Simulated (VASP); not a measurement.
# LuHfO (P-6m2) in VASP: notebook, part 2 of 2

VASP 6.6.1. Earlier steps stand in the parts before.

## 3. Relaxation of cell and atoms, PBE

This run uses another cell than the first one, of 19.83 Å³/atom.

File INCAR:

```
PREC     = Accurate       # precision mode
ENCUT    = 600            # plane-wave cutoff, eV
EDIFF    = 1E-6           # SCF threshold, eV
ISMEAR   = 0              # smearing method
SIGMA    = 0.1            # smearing width, eV
LREAL    = F              # projectors in reciprocal space
LASPH    = T              # aspherical terms in the spheres
NELM     = 80             # most SCF steps
ALGO     = Normal         # electronic algorithm
ISIF     = 3              # what is computed and relaxed
LWAVE    = F              # write WAVECAR
LCHARG   = F              # write CHGCAR
GGA      = PE             # functional
IBRION   = 2              # ionic algorithm
NSW      = 100            # ionic steps
EDIFFG   = -0.01          # ionic threshold
```

File KPOINTS:

```
regular mesh
0
Gamma
  12 12 16
```

File POSCAR:

```
LuHfO
1.0
    4.8647603942      0.0000000000      0.0000000000
   -2.4323801971      4.2130060847      0.0000000000
    0.0000000000      0.0000000000      2.9023781588
Lu Hf O
1 1 1
Direct
    0.0000000000      0.0000000000      0.5000000000
    0.3333333333      0.6666666667      0.5000000000
    0.6666666667      0.3333333333      0.0000000000
```

Potentials or basis: VASP PAW PBE potentials, release 64 (Lu, Hf_pv, O).

Started as:

```console
$ cat potpaw_PBE.64/Lu/POTCAR potpaw_PBE.64/Hf_pv/POTCAR potpaw_PBE.64/O/POTCAR > POTCAR
$ mpirun -np 1 vasp_std > vasp.out
```

OUTCAR:

```text
PREC = Accurate
   ENCUT = 600
   EDIFF = 1E-6
   ISMEAR = 0
   LREAL = F
   LASPH = T
   NELM = 80
   ISIF = 3
   GGA = PE
   IBRION = 2
   NSW = 100
   EDIFFG = -0.01

 ion  position               nearest neighbor table
   1  0.000  0.000  0.500-   2 2.81   2 2.81   2 2.81
   2  0.333  0.667  0.500-   1 2.81   1 2.81   1 2.81
   3  0.667  0.333  0.000-

  LATTYP: Found a hexagonal cell.
 ALAT       =     4.8647603942
 C/A-ratio  =     0.5966127668

  Lattice vectors:

 A1 = (   4.8647603942,   0.0000000000,   0.0000000000)
 A2 = (  -2.4323801971,   4.2130060847,   0.0000000000)
 A3 = (   0.0000000000,   0.0000000000,   2.9023781588)

Analysis of symmetry for initial positions (statically):
=====================================================================
 Subroutine PRICEL returns:
 Original cell was already a primitive cell.

 Routine SETGRP: Setting up the symmetry group for a
 hexagonal supercell.

 Subroutine GETGRP returns: Found 12 space group operations
 (whereof 12 operations were pure point group operations)
 out of a pool of 24 trial point group operations.

The static configuration has the point symmetry D_3h.

Analysis of symmetry for dynamics (positions and initial velocities):
=====================================================================
 Subroutine PRICEL returns:
 Original cell was already a primitive cell.

 Routine SETGRP: Setting up the symmetry group for a
 hexagonal supercell.

 Subroutine GETGRP returns: Found 12 space group operations
 (whereof 12 operations were pure point group operations)
 out of a pool of 24 trial point group operations.

The dynamic configuration has the point symmetry D_3h.

 Subroutine INISYM returns: Found 12 space group operations
 (whereof 12 operations are pure point group operations),
 and found     1 'primitive' translations

[... 117 lines left out ...]
  volume/ion in A,a.u.               =      19.83       133.81
  Fermi-wavevector in a.u.,A,eV,Ry     =   1.446106  2.732745 28.452829  2.091224
  Thomas-Fermi vector in A             =   2.564213
   LORBIT       =      0    0 simple, 1 ext, 2 COOP (PROOUT), +10 PAW based schemes
   GGA     = PE    functional components
   LHFCALC =     F    Hartree Fock is set to
   AEXX    =    0.0000 exact exchange contribution
   IVDW    =     0    specifies the selected vdW correction
   LEPSILON=     F    determine dielectric tensor
   LRPA    =     F    only Hartree local field effects (RPA)
 conjugate gradient relaxation of ions
 non-spin polarized calculation
 Gauss-broadening in eV      SIGMA  =   0.10
  energy-cutoff  :      600.00
  volume of cell :       59.49
 maximum number of plane-waves:      2016
 NGX is ok and might be reduce to    40
   NGX = 19   NGY = 19   NGZ = 11

--------------------------------------- Ionic step        1  -------------------------------------------

 number of electron      41.0000012 magnetization

 Free energy of the ion-electron system (eV)
  ---------------------------------------------------
  ext. energy  EPLUGINS =         0.00000000
  ---------------------------------------------------
  free energy    TOTEN  =       -16.57635408 eV

  energy without entropy =      -16.55123124  energy(sigma->0) =      -16.56379266

------------------------ aborting loop because EDIFF is reached ----------------------------------------

  FORCE on cell =-STRESS in cart. coord.  units (eV):
  Direction    XX          YY          ZZ          XY          YZ          ZX
  --------------------------------------------------------------------------------------
  -------------------------------------------------------------------------------------
  Total       -0.0416915     -0.0416915     -0.0223365     -0.0000000      0.0000000      0.0000000
  in kB       -1.1229233     -1.1229233     -0.6016144     -0.0000000      0.0000000      0.0000000
  external PRESSURE =      -0.9491537 kB  Pullay stress =       0.0000000 kB
[... 61 lines left out ...]
--------------------------------------- Ionic step        3  -------------------------------------------

 number of electron      41.0000014 magnetization

 E-fermi :   2.9530     XC(G=0): -10.9716

 val. band max:        2.9511731290   @ k =   0.3333   0.0833   0.3750
 cond. band min:       2.9565206093   @ k =   0.0000   0.0000   0.0625
 fundamental gap:      0.0053474803
 Fermi energy:         2.9529564230

 k-point     1 :       0.0000    0.0000    0.0000
  band No.  band energies     occupation
      1     -53.3347      2.00000
      2     -28.1895      2.00000
      3     -28.1895      2.00000
      4     -27.4064      2.00000
      5     -24.0400      2.00000
      6     -24.0400      2.00000
[... 675 lines left out ...]
--------------------------------------- Ionic step        4  -------------------------------------------

 number of electron      41.0000013 magnetization

 Free energy of the ion-electron system (eV)
  ---------------------------------------------------
  ext. energy  EPLUGINS =         0.00000000
  ---------------------------------------------------
  free energy    TOTEN  =       -16.57635362 eV

  energy without entropy =      -16.55139788  energy(sigma->0) =      -16.56387575

 E-fermi :   2.9284     XC(G=0): -10.9532

 val. band max:        2.9280985241   @ k =   0.3333   0.0833   0.3750
 cond. band min:       2.9360697418   @ k =   0.1667   0.0833   0.1250
 fundamental gap:      0.0079712177
 Fermi energy:         2.9284230575

 k-point     1 :       0.0000    0.0000    0.0000
  band No.  band energies     occupation
      1     -53.3628      2.00000
      2     -28.2175      2.00000
      3     -28.2175      2.00000
      4     -27.4406      2.00000
      5     -24.0673      2.00000
      6     -24.0673      2.00000
[... 669 lines left out ...]
  FREE ENERGIE OF THE ION-ELECTRON SYSTEM (eV)
  ---------------------------------------------------
  free  energy   TOTEN  =       -16.5763536161 eV

  energy  without entropy=      -16.5513978753  energy(sigma->0) =      -16.56387575

 reached required accuracy - stopping structural energy minimisation
```

OSZICAR:

```text
N       E                     dE             d eps       ncg     rms          rms(c)
DAV:   1     0.270626110039E+03    0.27063E+03   -0.20280E+04 11032   0.545E+03
DAV:   2     0.132524013164E+02   -0.25737E+03   -0.25450E+03  9192   0.653E+02
[... 43 lines left out ...]
DAV:   5    -0.165756445076E+02   -0.35041E-03   -0.12269E-03 12632   0.184E-01    0.107E-01
DAV:   6    -0.165760167994E+02   -0.37229E-03   -0.47859E-04 14928   0.162E-01    0.828E-02
DAV:   7    -0.165763519162E+02   -0.33512E-03   -0.77624E-04 14064   0.217E-01    0.221E-02
DAV:   8    -0.165763515521E+02    0.36408E-06   -0.89038E-05 13304   0.479E-02    0.115E-02
DAV:   9    -0.165763537052E+02   -0.21531E-05   -0.10618E-05 12424   0.153E-02    0.918E-03
DAV:  10    -0.165763536161E+02    0.89118E-07   -0.42401E-06  9576   0.150E-02
   4 F= -.16576354E+02 E0= -.16563876E+02  d E =0.462114E-06
```

Wall time 6.5 min (1 thread of Intel Xeon 6975P-C (Granite Rapids), shared host); peak memory 0.48 GiB.

What came out:

```
Free energy                           : -16.5764 eV
Relaxed volume                        : 19.77 Å³/atom
Relaxed cell                          : a = 4.859 Å, b = 4.859 Å, c = 2.900 Å, α = 90.00°, β = 90.00°, γ = 120.00°
Space group after relaxing (to 0.1 Å) : P-6m2 (No. 187)
Ionic steps                           : 4
Pressure after relaxing               : 0.1 GPa
Band gap on the k mesh                : zero (an odd number of electrons rules out a gap without spin polarisation)
```

Final structure:
```
Lu Hf O
1.0
     4.85886    0.00000    0.00000
    -2.42943    4.20790    0.00000
     0.00000    0.00000    2.90049
Lu Hf O
1 1 1
Direct
  0.00000 0.00000 0.50000
  0.33333 0.66667 0.50000
  0.66667 0.33333 0.00000
```

Caveat: spin-orbit coupling is left out, which moves the levels of the heavy elements; an odd number of electrons without spin polarisation forces a metal; a magnetic or distorted state may lie lower.
